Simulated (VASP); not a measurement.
# Sc (C2/m) in VASP: a series of runs

Sc is run at these levels: PBE; tasks: single point.

All numbers are computed with VASP 6.6.1; they aren't measurements. Logs are shortened: lines on timing, memory, paths and dates and some standing lists are left out, and cuts for length are marked.

### 1 The cell of the first run

The structure is monoclinic, space group C2/m (No. 12). Conventional cell: a = 5.110 Å, b = 3.834 Å, c = 3.435 Å, α = 90.00°, β = 131.38°, γ = 90.00°. Within 4.2 Å of Sc (site symmetry 2/m) lie 14 Sc at 3.19 to 3.83 Å.

### 2 Single point, PBE (strain +0.0150 x Voigt [0, 0, 0, 0, 1, 0])

Input file INCAR:

```
ALGO = Normal ; EDIFF = 1E-6
ENCUT = 520 ; GGA = PE
ISIF = 2 ; ISMEAR = 0
LASPH = True ; LCHARG = False
LREAL = False ; LWAVE = False
NBANDS = 12 ; NELM = 100
PREC = Accurate ; SIGMA = 0.15
```

Input file KPOINTS:

```
k-points
0
Gamma
  18 18 18
```

Input file POSCAR:

```
Sc
1.0
   -1.9043234634      1.9172054859      1.7032239589
    1.9300875084     -1.9172054859      1.7319820411
    1.9043234634      1.9172054859     -1.7032239589
Sc
1
Direct
    0.0000000000      0.0000000000      0.0000000000
```

Potentials or basis: VASP PAW PBE potentials, release 64 (Sc_sv).

Started as:

```sh
$ cat potpaw_PBE.64/Sc_sv/POTCAR > POTCAR
$ mpirun -np 1 vasp_std > vasp.out
```

OUTCAR:

```text
EDIFF = 1E-6
   ENCUT = 520
   GGA = PE
   ISIF = 2
   ISMEAR = 0
   LASPH = True
   LREAL = False
   NELM = 100
   PREC = Accurate

 ion  position               nearest neighbor table
   1  0.000  0.000  0.000-

  LATTYP: Found a base centered monoclinic cell.
 ALAT       =     5.1097630894
 B/A-ratio  =     0.7504087577
 C/A-ratio  =     0.6723017396
 COS(beta)  =    -0.6610459248

  Lattice vectors:

 A1 = (   1.9043234634,  -1.9172054859,  -1.7032239589)
 A2 = (   1.9043234634,   1.9172054859,  -1.7032239589)
 A3 = (   0.0257640450,   0.0000000000,   3.4352060000)

Analysis of symmetry for initial positions (statically):
=====================================================================
 Subroutine PRICEL returns:
 Original cell was already a primitive cell.

 Routine SETGRP: Setting up the symmetry group for a
 base centered monoclinic supercell.

 Subroutine GETGRP returns: Found  4 space group operations
 (whereof  4 operations were pure point group operations)
 out of a pool of  4 trial point group operations.

The static configuration has the point symmetry C_2h.

Analysis of symmetry for dynamics (positions and initial velocities):
=====================================================================
 Subroutine PRICEL returns:
 Original cell was already a primitive cell.

 Routine SETGRP: Setting up the symmetry group for a
 base centered monoclinic supercell.

 Subroutine GETGRP returns: Found  4 space group operations
 (whereof  4 operations were pure point group operations)
 out of a pool of  4 trial point group operations.

The dynamic configuration has the point symmetry C_2h.

 Subroutine INISYM returns: Found  4 space group operations
 (whereof  4 operations are pure point group operations),
 and found     1 'primitive' translations

----------------------------------------------------------------------------------------

                                     Primitive cell

  volume of cell :      25.2520

  direct lattice vectors                    reciprocal lattice vectors
    -1.904323463  1.917205486  1.703223959    -0.002183398  0.260796249  0.291119733
     1.930087508 -1.917205486  1.731982041     0.258627522  0.000000000  0.289163651
     1.904323463  1.917205486 -1.703223959     0.260810920  0.260796249 -0.001956082

  length of vectors
     3.194228637  3.225007978  3.194228637     0.390858222  0.387948208  0.368837154

  position of ions in fractional coordinates (direct lattice)
     0.000000000  0.000000000  0.000000000

  ion indices of the primitive-cell ions
   primitive index   ion index
                 1           1

----------------------------------------------------------------------------------------

 KPOINTS: k-points

Automatic generation of k-mesh.
 Grid dimensions read from file:
 generate k-points for:   18   18   18

 Generating k-lattice:

  Cartesian coordinates                     Fractional coordinates (reciprocal lattice)
    -0.000121300  0.014488681  0.016173318     0.055555556  0.000000000  0.000000000
     0.014368196  0.000000000  0.016064647     0.000000000  0.055555556 -0.000000000
     0.014489496  0.014488681 -0.000108671     0.000000000 -0.000000000  0.055555556

  Length of vectors
     0.021714346  0.021552678  0.020490953

  Shift w.r.t. Gamma in fractional coordinates (k-lattice)
     0.000000000  0.000000000  0.000000000

 Subroutine IBZKPT returns following result:
 ===========================================

 Found   1550 irreducible k-points:

 Following reciprocal coordinates:
            Coordinates               Weight
  0.000000  0.000000  0.000000      1.000000
  0.055556  0.000000 -0.000000      4.000000
  0.111111  0.000000 -0.000000      4.000000
  0.166667  0.000000 -0.000000      4.000000
  0.222222  0.000000 -0.000000      4.000000
  0.277778 -0.000000  0.000000      4.000000
[... 16 lines left out ...]
 -0.333333  0.055556  0.000000      4.000000
 -0.277778  0.055556  0.000000      4.000000
 [... further k-points ...]
   k-points           NKPTS =   1550   k-points in BZ     NKDIM =   1550   number of bands    NBANDS=     12
   number of dos      NEDOS =    301   number of ions     NIONS =      1
   total plane-waves  NPLWV =  13824
   dimension x,y,z NGX =    24 NGY =   24 NGZ =   24
   dimension x,y,z NGXF=    48 NGYF=   48 NGZF=   48
   ions per type =               1
   NGX,Y,Z   is equivalent  to a cutoff of  12.49, 12.37, 12.49 a.u.
   NGXF,Y,Z  is equivalent  to a cutoff of  24.98, 24.74, 24.98 a.u.
 SYSTEM =  unknown system
   PREC   = accura    normal or accurate (medium, high low for compatibility)
   ISTART =      0    job   : 0-new  1-cont  2-samecut
   ICHARG =      2    charge: 1-file 2-atom 10-const
   ISPIN  =      1    spin polarized calculation?
   LNONCOLLINEAR =      F non collinear calculations
   LSORBIT =      F    spin-orbit coupling
   LASPH  =      T    aspherical Exc in radial PAW
   ENCUT  =  520.0 eV  38.22 Ry    6.18 a.u.   5.94  6.00  5.94*2*pi/ulx,y,z
   NELM   =    100;   NELMIN=  2; NELMDL= -5     # of ELM steps
   EDIFF  = 0.1E-05   stopping-criterion for ELM
   LREAL  =      F    real-space projection
   EDIFFG = 0.1E-04   stopping-criterion for IOM
   NSW    =      0    number of steps for IOM
   IBRION =     -1    ionic relax: 0-MD 1-quasi-New 2-CG
   NFREE  =      0    steps in history (QN), initial steepest desc. (CG)
   ISIF   =      2    stress and relaxation
   ISYM   =      2    0-nonsym 1-usesym 2-fastsym
   POTIM  = 0.5000    time-step for ionic-motion
   TEBEG  =    0.0;   TEEND  =   0.0 temperature during run
   PSTRESS=    0.0 pullay stress
   NELECT =      11.0000    total number of electrons
   NUPDOWN=      -1.0000    fix difference up-down
   EMIN   =  10.00;   EMAX   =-10.00  energy-range for DOS
   EFERMI =   0.00;   METHOD = LEGACY
   ISMEAR =     0;   SIGMA  =   0.15  broadening in eV -4-tet -1-fermi 0-gaus
   EFERMI_NEDOS =   21; number of points for ismear=-14 and -15
   IALGO  =     38    algorithm
   IMIX   =      4    mixing-type and parameters
     AMIX     =   0.40;   BMIX     =  1.00
     AMIX_MAG =   1.60;   BMIX_MAG =  1.00
  volume/ion in A,a.u.               =      25.25       170.41
  Fermi-wavevector in a.u.,A,eV,Ry     =   1.241006  2.345161 20.954272  1.540096
  Thomas-Fermi vector in A             =   2.375422
   LORBIT       =      0    0 simple, 1 ext, 2 COOP (PROOUT), +10 PAW based schemes
   GGA     = PE    functional components
   LHFCALC =     F    Hartree Fock is set to
   AEXX    =    0.0000 exact exchange contribution
   IVDW    =     0    specifies the selected vdW correction
   LEPSILON=     F    determine dielectric tensor
   LRPA    =     F    only Hartree local field effects (RPA)
 non-spin polarized calculation
 Gauss-broadening in eV      SIGMA  =   0.15
  energy-cutoff  :      520.00
  volume of cell :       25.25
 maximum number of plane-waves:       698
   NGX = 11   NGY = 11   NGZ = 11

 number of electron      11.0000004 magnetization

 Free energy of the ion-electron system (eV)
  ---------------------------------------------------
  ext. energy  EPLUGINS =         0.00000000
  ---------------------------------------------------
  free energy    TOTEN  =        -6.15372496 eV

  energy without entropy =       -6.12447994  energy(sigma->0) =       -6.13910245

 E-fermi :   3.6444     XC(G=0):  -9.7839

 val. band max:        3.6441469669   @ k =   0.3889   0.5000   0.0556
 cond. band min:       3.6456663851   @ k =   0.3333   0.3333   0.0556
 fundamental gap:      0.0015194182
 Fermi energy:         3.6444277896

 k-point     1 :       0.0000    0.0000    0.0000
  band No.  band energies     occupation
      1     -45.9878      2.00000
      2     -24.4186      2.00000
      3     -24.4185      2.00000
      4     -24.3906      2.00000
      5      -1.5372      2.00000
      6       4.6579      0.00000
      7       5.3478      0.00000
      8       5.3577      0.00000
      9       5.9931      0.00000
     10       6.7651      0.00000
     11      17.0380      0.00000
     12      17.0459      0.00000

 k-point     2 :       0.0556    0.0000   -0.0000
  band No.  band energies     occupation
      1     -45.9860      2.00000
      2     -24.4248      2.00000
      3     -24.4222      2.00000
      4     -24.3965      2.00000
      5      -1.4524      2.00000
      6       4.6721      0.00000
      7       5.3315      0.00000
      8       5.3463      0.00000
      9       6.0011      0.00000
     10       6.7245      0.00000
     11      17.0390      0.00000
     12      17.1181      0.00000

 k-point     3 :       0.1111    0.0000   -0.0000
  band No.  band energies     occupation
      1     -45.9808      2.00000
      2     -24.4511      2.00000
      3     -24.4328      2.00000
      4     -24.4049      2.00000
      5      -1.2023      2.00000
      6       4.6692      0.00000
      7       5.2312      0.00000
      8       5.3911      0.00000
      9       6.0435      0.00000
     10       6.6292      0.00000
     11      16.9456      0.00000
     12      17.3340      0.00000

 k-point     4 :       0.1667    0.0000   -0.0000
  band No.  band energies     occupation
      1     -45.9727      2.00000
      2     -24.4986      2.00000
      3     -24.4491      2.00000
      4     -24.4102      2.00000
      5      -0.8006      2.00000
      6       4.5711      0.00000
      7       5.0259      0.00000
      8       5.5769      0.00000
      9       6.1474      0.00000
     10       6.5327      0.00000
     11      16.4985      0.00000
     12      16.9438      0.00000

 k-point     5 :       0.2222    0.0000   -0.0000
  band No.  band energies     occupation
      1     -45.9629      2.00000
      2     -24.5581      2.00000
      3     -24.4689      2.00000
      4     -24.4147      2.00000
      5      -0.2724      2.00000
      6       4.3911      0.00000
      7       4.7431      0.00000
      8       5.9060      0.00000
      9       6.3092      0.00000
     10       6.4703      0.00000
     11      15.3908      0.00000
     12      16.2597      0.00000
[... 228 lines left out ...]
      1     -45.9312      2.00000
      2     -24.7422      2.00000
      3     -24.5335      2.00000
      4     -24.4289      2.00000
      5       1.7409      2.00000
      6       3.7920      0.16403
      7       4.1284      0.00001
      8       6.4217      0.00000
      9       6.9307      0.00000
     10       7.4868      0.00000
     11      11.3013      0.00000
     12      13.9403      0.00000

 k-point    22 :      -0.3889    0.0556    0.0000
  band No.  band energies     occupation
      1     -45.9380      2.00000
      2     -24.7042      2.00000
      3     -24.5191      2.00000
      4     -24.4255      2.00000
      5       1.2805      2.00000
      6       3.9137      0.01111
      7       4.1450      0.00000
      8       6.4548      0.00000
      9       6.7212      0.00000
     10       7.1087      0.00000
     11      12.2957      0.00000
     12      14.3807      0.00000

 k-point    23 :      -0.3333    0.0556    0.0000
  band No.  band energies     occupation
      1     -45.9471      2.00000
      2     -24.6527      2.00000
      3     -24.4996      2.00000
      4     -24.4213      2.00000
      5       0.6770      2.00000
      6       4.0801      0.00004
      7       4.3150      0.00000
      8       6.4352      0.00000
      9       6.5186      0.00000
     10       6.6773      0.00000
     11      13.5152      0.00000
     12      14.9541      0.00000

 k-point    24 :      -0.2778    0.0556    0.0000
  band No.  band energies     occupation
      1     -45.9573      2.00000
      2     -24.5940      2.00000
      3     -24.4773      2.00000
      4     -24.4167      2.00000
      5       0.0475      2.00000
      6       4.2768      0.00000
      7       4.5856      0.00000
      8       6.1494      0.00000
      9       6.3125      0.00000
     10       6.5334      0.00000
     11      14.8291      0.00000
     12      15.5672      0.00000

 [... further k-points ...]

------------------------ aborting loop because EDIFF is reached ----------------------------------------

  FORCE on cell =-STRESS in cart. coord.  units (eV):
  Direction    XX          YY          ZZ          XY          YZ          ZX
  --------------------------------------------------------------------------------------
  -------------------------------------------------------------------------------------
  Total       -0.1761695     -0.1745973      0.0041154      0.0000000      0.0000000     -0.0668060
  in kB      -11.1775237    -11.0777740      0.2611109      0.0000000      0.0000000     -4.2386765
  external PRESSURE =      -7.3313956 kB  Pullay stress =       0.0000000 kB

 VOLUME and BASIS-vectors are now :
 -----------------------------------------------------------------------------
  energy-cutoff  :      520.00
  volume of cell :       25.25
      direct lattice vectors                 reciprocal lattice vectors
    -1.904323463  1.917205486  1.703223959    -0.002183398  0.260796249  0.291119733
     1.930087508 -1.917205486  1.731982041     0.258627522  0.000000000  0.289163651
     1.904323463  1.917205486 -1.703223959     0.260810920  0.260796249 -0.001956082

 POSITION                                       TOTAL-FORCE (eV/Angst)
 -----------------------------------------------------------------------------------
      0.00000      0.00000      0.00000        -0.000000      0.000000      0.000000
 -----------------------------------------------------------------------------------
    total drift:                                0.000000      0.000000      0.000000

  FREE ENERGIE OF THE ION-ELECTRON SYSTEM (eV)
  ---------------------------------------------------
  free  energy   TOTEN  =        -6.1537249582 eV

  energy  without entropy=       -6.1244799410  energy(sigma->0) =       -6.13910245
```

Run time: 1.7 min. Hardware: 1 thread of Intel Xeon 6975P-C (Granite Rapids), shared host; peak memory 0.52 GiB.

Results:

```yaml
Free_energy: -6.1537 eV
Pressure: -0.7 GPa
Band_gap_on_the_k_mesh: zero (an odd number of electrons rules out a gap without spin polarisation)
```

Levels at points of the mesh, in eV from the Fermi level:
```tsv
k point	band 2	band 3	band 4	band 5	band 6	band 7	band 8	band 9
(0.00, 0.00, 0.00)	-28.06	-28.06	-28.04	-5.18	1.01	1.70	1.71	2.35
(0.50, 0.00, 0.00)	-28.41	-28.18	-28.07	-1.69	0.07	0.63	2.74	3.45
(0.00, 0.50, 0.00)	-28.40	-28.18	-28.07	-1.70	0.05	0.55	2.79	3.48
(0.50, 0.50, 0.00)	-28.43	-28.13	-28.05	-1.83	0.06	0.86	2.25	2.87
(0.50, 0.00, 0.50)	-28.42	-28.19	-28.07	-1.67	0.08	0.72	2.70	3.43
(0.50, 0.50, 0.50)	-28.34	-28.34	-28.23	-1.27	-1.05	3.72	3.73	3.88
```

Caveat: the cell differs from its parent crystal (strain +0.0150 x Voigt [0, 0, 0, 0, 1, 0]).

### 3 Single point, PBE (strain +0.0175 x Voigt [0, 0, 0, 0, 1, 0])

Input file INCAR:

```
PREC = Accurate ; ENCUT = 520
EDIFF = 1E-7 ; ISMEAR = 0
SIGMA = 0.15 ; LREAL = False
LASPH = True ; NELM = 100
ALGO = Normal ; ISIF = 2
LWAVE = False ; LCHARG = False
GGA = PE ; NBANDS = 12
```

Input file KPOINTS:

```
Automatic mesh
0
Gamma
  18 18 18
```

Input file POSCAR:

```
Sc
1.0
   -1.9021764596      1.9172054859      1.7008274520
    1.9322345122     -1.9172054859      1.7343785480
    1.9021764596      1.9172054859     -1.7008274520
Sc
1
Direct
    0.0000000000      0.0000000000      0.0000000000
```

Potentials or basis: VASP PAW PBE potentials, release 64 (Sc_sv).

Started as:

```sh
$ cat potpaw_PBE.64/Sc_sv/POTCAR > POTCAR
$ mpirun -np 1 vasp_std > vasp.out
```

It took 1.9 min on 1 thread of Intel Xeon 6975P-C (Granite Rapids), shared host; peak memory 0.52 GiB.

Results (log left out):

```
Free energy            : -6.1535 eV
Pressure               : -0.7 GPa
Band gap on the k mesh : zero (an odd number of electrons rules out a gap without spin polarisation)
```

Stress tensor (GPa, compression positive):
```
-1.12  0.00 -0.49
 0.00 -1.10  0.00
-0.49  0.00  0.03
```

Levels at points of the mesh, in eV from the Fermi level:
```
           k point  band 2  band 3  band 4  band 5  band 6  band 7  band 8  band 9
(0.00, 0.00, 0.00)  -28.06  -28.06  -28.04   -5.18    1.01    1.70    1.72    2.35
(0.50, 0.00, 0.00)  -28.41  -28.18  -28.07   -1.69    0.07    0.63    2.74    3.45
(0.00, 0.50, 0.00)  -28.40  -28.18  -28.07   -1.71    0.05    0.54    2.79    3.48
(0.50, 0.50, 0.00)  -28.43  -28.13  -28.05   -1.83    0.06    0.86    2.25    2.87
(0.50, 0.00, 0.50)  -28.42  -28.19  -28.07   -1.67    0.08    0.73    2.69    3.43
(0.50, 0.50, 0.50)  -28.34  -28.34  -28.23   -1.27   -1.05    3.71    3.73    3.89
```

Caveat: the cell differs from its parent crystal (strain +0.0175 x Voigt [0, 0, 0, 0, 1, 0]).

(Part 1 of 2 ends here.)
